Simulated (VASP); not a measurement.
A run of VASP 6.6.1:

INCAR

```
SYSTEM = Rh
PREC = Accurate
ENCUT = 520
EDIFF = 1E-6
ISMEAR = -1
SIGMA = 0.1
LREAL = .FALSE.
LASPH = .TRUE.
NELM = 80
ALGO = Normal
ISIF = 2
LWAVE = .FALSE.
LCHARG = .FALSE.
GGA = RE
NBANDS = 14
```

The input KPOINTS:

```
Automatic mesh
0
G
  16 16 16
  0 0 0
```

Contents of POSCAR:

```
Rh
1.0
   -1.5637600230      1.5637600230      1.5637600230
    1.5637600230     -1.5637600230      1.5637600230
    1.5637600230      1.5637600230     -1.5637600230
Rh
1
Direct
    0.0000000000      0.0000000000      0.0000000000
```

Potentials or basis: VASP PAW PBE potentials, release 64 (Rh_pv).

Launch:

```console
$ cat potpaw_PBE.64/Rh_pv/POTCAR > POTCAR
$ mpirun -np 1 vasp_std > vasp.out
```

Hardware: 1 thread of Intel(R) Xeon(R) 6975P-C (Granite Rapids) (shared host).

Problem. Estimate the wall time of this run.

Solution. Wall time 12 s on 1 thread of Intel(R) Xeon(R) 6975P-C (Granite Rapids), with other jobs on the host, peak memory 0.14 GiB. Counts: scf iterations 10, k points 145.
